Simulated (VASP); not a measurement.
# NiSb (P6_3/mmc) in VASP: notebook

The runs below take NiSb through relaxation of shape and atoms at fixed volume, single point, with PBE.

All numbers are computed with VASP 6.6.1; they aren't measurements. Logs are shortened: lines on timing, memory, paths and dates and some standing lists are left out, and cuts for length are marked.

## 1. The cell of the first run

Symmetry: P6_3/mmc, No. 194, hexagonal system. The conventional cell has a = 3.936 Å, b = 3.936 Å, c = 5.105 Å, α = 90.00°, β = 90.00°, γ = 120.00°. Ni (site symmetry -3m) has 2 Ni at 2.55 Å and 6 Sb at 2.61 Å within 3.4 Å. Within 3.4 Å of Sb (site symmetry -6m2) lie 6 Ni at 2.61 Å.

## 2. Relaxation of shape and atoms at fixed volume, PBE (volume scaled by 0.97)

Input file INCAR:

```
SYSTEM = NiSb
PREC = Accurate
ENCUT = 600
EDIFF = 1E-6
ISMEAR = 0
SIGMA = 0.1
LREAL = .FALSE.
LASPH = .TRUE.
NELM = 100
ALGO = Normal
ISIF = 4
LWAVE = .FALSE.
LCHARG = .FALSE.
GGA = PE
IBRION = 2
NSW = 50
EDIFFG = -0.01
```

Input file KPOINTS:

```
regular mesh
0
G
  12 12 8
  0 0 0
```

Input file POSCAR:

```
NiSb
1.0
    3.9355007865      0.0000000000      0.0000000000
   -1.9677503933      3.4082436578      0.0000000000
    0.0000000000      0.0000000000      5.1047559841
Ni Sb
2 2
Direct
    0.0000000000      0.0000000000      0.0000000000
    0.0000000000      0.0000000000      0.5000000000
    0.3333333333      0.6666666667      0.2500000000
    0.6666666667      0.3333333333      0.7500000000
```

Potentials or basis: VASP PAW PBE potentials, release 64 (Ni, Sb).

Started as:

```
$ cat potpaw_PBE.64/Ni/POTCAR potpaw_PBE.64/Sb/POTCAR > POTCAR
$ mpirun -np 1 vasp_std > vasp.out
```

OUTCAR:

```text
SYSTEM = NiSb
   PREC = Accurate
   ENCUT = 600
   EDIFF = 1E-6
   ISMEAR = 0
   LREAL = .FALSE.
   LASPH = .TRUE.
   NELM = 100
   ISIF = 4
   GGA = PE
   IBRION = 2
   NSW = 50
   EDIFFG = -0.01

 ion  position               nearest neighbor table
   1  0.000  0.000  0.000-   2 2.55   2 2.55   4 2.61   3 2.61   4 2.61   3 2.61   4 2.61   3 2.61

   2  0.000  0.000  0.500-   1 2.55   1 2.55   4 2.61   3 2.61   4 2.61   3 2.61   4 2.61   3 2.61

   3  0.333  0.667  0.250-   1 2.61   2 2.61   1 2.61   2 2.61   1 2.61   2 2.61   4 3.42   4 3.42
                             4 3.42   4 3.42   4 3.42   4 3.42
   4  0.667  0.333  0.750-   1 2.61   2 2.61   1 2.61   2 2.61   1 2.61   2 2.61   3 3.42   3 3.42
                             3 3.42   3 3.42   3 3.42   3 3.42

  LATTYP: Found a hexagonal cell.
 ALAT       =     3.9355007865
 C/A-ratio  =     1.2971045519

  Lattice vectors:

 A1 = (   3.9355007865,   0.0000000000,   0.0000000000)
 A2 = (  -1.9677503933,   3.4082436578,   0.0000000000)
 A3 = (   0.0000000000,   0.0000000000,   5.1047559841)

Analysis of symmetry for initial positions (statically):
=====================================================================
 Subroutine PRICEL returns:
 Original cell was already a primitive cell.

 Routine SETGRP: Setting up the symmetry group for a
 hexagonal supercell.

 Subroutine GETGRP returns: Found 24 space group operations
 (whereof 12 operations were pure point group operations)
 out of a pool of 24 trial point group operations.

The static configuration has the point symmetry D_3d.
 The point group associated with its full space group is D_6h.

Analysis of symmetry for dynamics (positions and initial velocities):
=====================================================================
 Subroutine PRICEL returns:
 Original cell was already a primitive cell.

 Routine SETGRP: Setting up the symmetry group for a
 hexagonal supercell.

 Subroutine GETGRP returns: Found 24 space group operations
 (whereof 12 operations were pure point group operations)
 out of a pool of 24 trial point group operations.

The dynamic configuration has the point symmetry D_3d.
 The point group associated with its full space group is D_6h.

 Subroutine INISYM returns: Found 24 space group operations
 (whereof 12 operations are pure point group operations),
 and found     1 'primitive' translations

----------------------------------------------------------------------------------------

                                     Primitive cell

  volume of cell :      68.4708

  direct lattice vectors                    reciprocal lattice vectors
     3.935500787  0.000000000  0.000000000     0.254097268  0.146703126  0.000000000
    -1.967750393  3.408243658  0.000000000     0.000000000  0.293406253  0.000000000
     0.000000000  0.000000000  5.104755984     0.000000000  0.000000000  0.195895750

  length of vectors
     3.935500787  3.935500787  5.104755984     0.293406253  0.293406253  0.195895750

  position of ions in fractional coordinates (direct lattice)
     0.000000000  0.000000000  0.000000000
     0.000000000  0.000000000  0.500000000
     0.333333333  0.666666667  0.250000000
     0.666666667  0.333333333  0.750000000

  ion indices of the primitive-cell ions
   primitive index   ion index
                 1           1
                 2           2
                 3           3
                 4           4

----------------------------------------------------------------------------------------

 KPOINTS: regular mesh

Automatic generation of k-mesh.
 Grid dimensions read from file:
 generate k-points for:   12   12    8

 Generating k-lattice:

  Cartesian coordinates                     Fractional coordinates (reciprocal lattice)
     0.021174772  0.012225261  0.000000000     0.083333333  0.000000000  0.000000000
     0.000000000  0.024450521  0.000000000     0.000000000  0.083333333  0.000000000
     0.000000000  0.000000000  0.024486969     0.000000000  0.000000000  0.125000000

  Length of vectors
     0.024450521  0.024450521  0.024486969

  Shift w.r.t. Gamma in fractional coordinates (k-lattice)
     0.000000000  0.000000000  0.000000000

 Subroutine IBZKPT returns following result:
 ===========================================

 Found     95 irreducible k-points:

 Following reciprocal coordinates:
            Coordinates               Weight
  0.000000  0.000000  0.000000      1.000000
  0.083333  0.000000  0.000000      6.000000
  0.166667  0.000000  0.000000      6.000000
  0.250000 -0.000000  0.000000      6.000000
  0.333333 -0.000000  0.000000      6.000000
  0.416667 -0.000000  0.000000      6.000000
[... 16 lines left out ...]
  0.250000 -0.000000  0.125000     12.000000
  0.333333 -0.000000  0.125000     12.000000
 [... further k-points ...]
   k-points           NKPTS =     95   k-points in BZ     NKDIM =     95   number of bands    NBANDS=     19
   number of dos      NEDOS =    301   number of ions     NIONS =      4
   total plane-waves  NPLWV =  43008
   dimension x,y,z NGX =    32 NGY =   32 NGZ =   42
   dimension x,y,z NGXF=    64 NGYF=   64 NGZF=   84
   ions per type =               2   2
   NGX,Y,Z   is equivalent  to a cutoff of  13.52, 13.52, 13.68 a.u.
   NGXF,Y,Z  is equivalent  to a cutoff of  27.04, 27.04, 27.36 a.u.
 SYSTEM =  NiSb
   PREC   = accura    normal or accurate (medium, high low for compatibility)
   ISTART =      0    job   : 0-new  1-cont  2-samecut
   ICHARG =      2    charge: 1-file 2-atom 10-const
   ISPIN  =      1    spin polarized calculation?
   LNONCOLLINEAR =      F non collinear calculations
   LSORBIT =      F    spin-orbit coupling
   LASPH  =      T    aspherical Exc in radial PAW
   ENCUT  =  600.0 eV  44.10 Ry    6.64 a.u.   7.86  7.86 10.20*2*pi/ulx,y,z
   NELM   =    100;   NELMIN=  2; NELMDL= -5     # of ELM steps
   EDIFF  = 0.1E-05   stopping-criterion for ELM
   LREAL  =      F    real-space projection
   EDIFFG = -.1E-01   stopping-criterion for IOM
   NSW    =     50    number of steps for IOM
   IBRION =      2    ionic relax: 0-MD 1-quasi-New 2-CG
   NFREE  =      1    steps in history (QN), initial steepest desc. (CG)
   ISIF   =      4    stress and relaxation
   ISYM   =      2    0-nonsym 1-usesym 2-fastsym
   POTIM  = 0.5000    time-step for ionic-motion
   TEBEG  =    0.0;   TEEND  =   0.0 temperature during run
   PSTRESS=    0.0 pullay stress
   NELECT =      30.0000    total number of electrons
   NUPDOWN=      -1.0000    fix difference up-down
   EMIN   =  10.00;   EMAX   =-10.00  energy-range for DOS
   EFERMI =   0.00;   METHOD = LEGACY
   ISMEAR =     0;   SIGMA  =   0.10  broadening in eV -4-tet -1-fermi 0-gaus
   EFERMI_NEDOS =   21; number of points for ismear=-14 and -15
   IALGO  =     38    algorithm
   IMIX   =      4    mixing-type and parameters
     AMIX     =   0.40;   BMIX     =  1.00
     AMIX_MAG =   1.60;   BMIX_MAG =  1.00
  volume/ion in A,a.u.               =      17.12       115.52
  Fermi-wavevector in a.u.,A,eV,Ry     =   1.243407  2.349699 21.035443  1.546061
  Thomas-Fermi vector in A             =   2.377719
   LORBIT       =      0    0 simple, 1 ext, 2 COOP (PROOUT), +10 PAW based schemes
   GGA     = PE    functional components
   LHFCALC =     F    Hartree Fock is set to
   AEXX    =    0.0000 exact exchange contribution
   IVDW    =     0    specifies the selected vdW correction
   LEPSILON=     F    determine dielectric tensor
   LRPA    =     F    only Hartree local field effects (RPA)
 conjugate gradient relaxation of ions
 non-spin polarized calculation
 Gauss-broadening in eV      SIGMA  =   0.10
  energy-cutoff  :      600.00
  volume of cell :       68.47
 maximum number of plane-waves:      2312
 NGX is ok and might be reduce to    32
   NGX = 15   NGY = 15   NGZ = 21

 number of electron      30.0000017 magnetization

 Free energy of the ion-electron system (eV)
  ---------------------------------------------------
  ext. energy  EPLUGINS =         0.00000000
  ---------------------------------------------------
  free energy    TOTEN  =       -20.29332851 eV

  energy without entropy =      -20.28521127  energy(sigma->0) =      -20.28926989

 E-fermi :  10.0699     XC(G=0): -11.5272

 val. band max:       10.0436196757   @ k =   0.0000   0.0000   0.0000
 cond. band min:      10.0721862832   @ k =   0.1667   0.1667   0.3750
 fundamental gap:      0.0285666075
 Fermi energy:        10.0699018228

 k-point     1 :       0.0000    0.0000    0.0000
  band No.  band energies     occupation
      1      -2.9390      2.00000
      2       1.6581      2.00000
      3       3.8136      2.00000
      4       6.1086      2.00000
      5       6.1086      2.00000
      6       6.8784      2.00000
[... 11 lines left out ...]
     18      13.1552      0.00000
     19      14.1091      0.00000

 k-point     2 :       0.0833    0.0000    0.0000
  band No.  band energies     occupation
      1      -2.8518      2.00000
      2       1.6514      2.00000
      3       3.9117      2.00000
      4       6.0908      2.00000
      5       6.1275      2.00000
      6       6.8472      2.00000
[... 11 lines left out ...]
     18      13.9653      0.00000
     19      14.0685      0.00000

 k-point     3 :       0.1667    0.0000    0.0000
  band No.  band energies     occupation
      1      -2.5926      2.00000
      2       1.6154      2.00000
      3       4.2024      2.00000
      4       5.9847      2.00000
      5       6.1827      2.00000
      6       6.7069      2.00000
[... 11 lines left out ...]
     18      13.4482      0.00000
     19      14.7118      0.00000

 k-point     4 :       0.2500   -0.0000    0.0000
  band No.  band energies     occupation
      1      -2.1696      2.00000
      2       1.4988      2.00000
      3       4.6735      2.00000
      4       5.5278      2.00000
      5       6.2687      2.00000
      6       6.5368      2.00000
[... 407 lines left out ...]
     18      13.1910      0.00000
     19      14.9404      0.00000

 k-point    23 :       0.2500   -0.0000    0.1250
  band No.  band energies     occupation
      1      -2.0844      2.00000
      2       1.2160      2.00000
      3       4.6432      2.00000
      4       5.8475      2.00000
      5       6.3106      2.00000
      6       6.6309      2.00000
[... 11 lines left out ...]
     18      13.3155      0.00000
     19      14.5546      0.00000

 k-point    24 :       0.3333   -0.0000    0.1250
  band No.  band energies     occupation
      1      -1.5218      2.00000
      2       1.0877      2.00000
      3       4.4475      2.00000
      4       5.5534      2.00000
      5       6.4015      2.00000
      6       6.8068      2.00000
[... 11 lines left out ...]
     18      13.3145      0.00000
     19      14.0358      0.00000

 [... further k-points ...]
[... 5 lines left out ...]
  --------------------------------------------------------------------------------------
  -------------------------------------------------------------------------------------
  Total        1.5178215      1.5178215      1.5676611     -0.0000000      0.0000000      0.0000000
  in kB       35.5161315     35.5161315     36.6823480     -0.0000000      0.0000000      0.0000000
  external PRESSURE =      35.9048703 kB  Pullay stress =       0.0000000 kB

 VOLUME and BASIS-vectors are now :
 -----------------------------------------------------------------------------
  energy-cutoff  :      600.00
  volume of cell :       68.47
      direct lattice vectors                 reciprocal lattice vectors
     3.935500787  0.000000000  0.000000000     0.254097268  0.146703126  0.000000000
    -1.967750393  3.408243658  0.000000000     0.000000000  0.293406253  0.000000000
     0.000000000  0.000000000  5.104755984     0.000000000  0.000000000  0.195895750

 POSITION                                       TOTAL-FORCE (eV/Angst)
 -----------------------------------------------------------------------------------
      0.00000      0.00000      0.00000        -0.000000      0.000000     -0.000000
      0.00000      0.00000      2.55238        -0.000000      0.000000     -0.000000
     -0.00000      2.27216      1.27619         0.000000      0.000000      0.000000
      1.96775      1.13608      3.82857         0.000000     -0.000000     -0.000000
 -----------------------------------------------------------------------------------
    total drift:                                0.000000     -0.000000      0.000000

  FREE ENERGIE OF THE ION-ELECTRON SYSTEM (eV)
  ---------------------------------------------------
  free  energy   TOTEN  =       -20.2933285074 eV

  energy  without entropy=      -20.2852112656  energy(sigma->0) =      -20.28926989

 reached required accuracy - stopping structural energy minimisation
```

It took 2.2 min on 1 thread of Intel Xeon Platinum 8259CL at 2.50GHz (Skylake/Cascade Lake), shared host; peak memory 0.3 GiB.

What came out:

| Quantity | Value |
| --- | --- |
| Free energy | -20.2933 eV |
| Pressure after relaxing | 3.6 GPa |
| Band gap on the k mesh | zero (band 15 reaches 12.12 eV, above the bottom of band 16 at 8.76 eV) |

Stress tensor (GPa, compression positive):
```
3.55 0.00 0.00
0.00 3.55 0.00
0.00 0.00 3.67
```

Final structure:
```cif
data_structure
_symmetry_space_group_name_H-M 'P 1'
_symmetry_Int_Tables_number 1
_cell_length_a 3.9355
_cell_length_b 3.9355
_cell_length_c 5.1048
_cell_angle_alpha 90.000
_cell_angle_beta 90.000
_cell_angle_gamma 120.000
_cell_volume 68.47
loop_
_atom_site_label
_atom_site_type_symbol
_atom_site_fract_x
_atom_site_fract_y
_atom_site_fract_z
_atom_site_occupancy
Ni1 Ni 0.00000 0.00000 0.00000 1
Ni2 Ni 0.00000 0.00000 0.50000 1
Sb1 Sb 0.33333 0.66667 0.25000 1
Sb2 Sb 0.66667 0.33333 0.75000 1
```

Caveat: the relaxation stopped at its first step, so nothing moved; spin-orbit coupling is left out, which moves the levels of the heavy elements. Spin polarisation is off, so any magnetic state and its effect on volume and gap are missing.

## 3. Single point, PBE (volume scaled by 1.06, then relaxed in part)

Input file INCAR:

```
PREC     = Accurate       # precision mode
ENCUT    = 520            # plane-wave cutoff, eV
EDIFF    = 1E-6           # SCF threshold, eV
ISMEAR   = 0              # smearing method
SIGMA    = 0.1            # smearing width, eV
LREAL    = False          # projectors in reciprocal space
LASPH    = True           # aspherical terms in the spheres
NELM     = 100            # most SCF steps
ALGO     = Normal         # electronic algorithm
ISIF     = 2              # what is computed and relaxed
LWAVE    = False          # write WAVECAR
LCHARG   = True           # write CHGCAR
GGA      = PE             # functional
LELF     = True           # ELF
LVHAR    = True         
NBANDS   = 23             # bands
```

Input file KPOINTS:

```
Automatic mesh
0
Gamma
  12 12 8
```

Input file POSCAR:

```
NiSb
1.0
    4.0536356792      0.0000000000      0.0000000000
   -2.0268178396      3.5105514759      0.0000000000
    0.0000000000      0.0000000000      5.2579892910
Ni Sb
2 2
Direct
    0.0000000000      0.0000000000      0.0000000000
    0.0000000000      0.0000000000      0.5000000000
    0.3333333333      0.6666666667      0.2500000000
    0.6666666667      0.3333333333      0.7500000000
```

Potentials or basis: VASP PAW PBE potentials, release 64 (Ni, Sb).

Started as:

```
$ cat potpaw_PBE.64/Ni/POTCAR potpaw_PBE.64/Sb/POTCAR > POTCAR
$ mpirun -np 1 vasp_std > vasp.out
```

It took 3.8 min on 1 thread of Intel Xeon Platinum 8259CL at 2.50GHz (Skylake/Cascade Lake), shared host; peak memory 0.28 GiB.

It converged, with:

```yaml
Free_energy: -20.2326 eV
Pressure: -5.7 GPa
Band_gap_on_the_k_mesh: zero (band 15 reaches 10.65 eV, above the bottom of band 16 at 7.67 eV)
```

Stress tensor (GPa, compression positive):
```
-5.81  0.00  0.00
 0.00 -5.81  0.00
 0.00  0.00 -5.61
```

Levels at points of the mesh, in eV from the Fermi level:
```tsv
k point	band 11	band 12	band 13	band 14	band 15	band 16	band 17	band 18	band 19	band 20
(0.00, 0.00, 0.00)	-1.12	-1.12	0.02	0.55	0.55	2.26	2.26	3.04	3.66	4.58
(0.50, 0.00, 0.00)	-1.78	-1.59	-1.36	-1.17	-1.11	-0.44	1.09	3.41	3.61	5.17
(0.00, 0.00, 0.50)	-1.78	-1.78	0.05	0.05	1.90	1.90	1.90	1.90	4.90	4.90
(0.50, 0.00, 0.50)	-1.63	-1.63	-1.54	-1.54	0.25	0.25	1.46	1.46	4.95	4.95
```

Caveat: spin-orbit coupling is left out, which moves the levels of the heavy elements. Spin polarisation is off, so any magnetic state and its effect on volume and gap are missing.
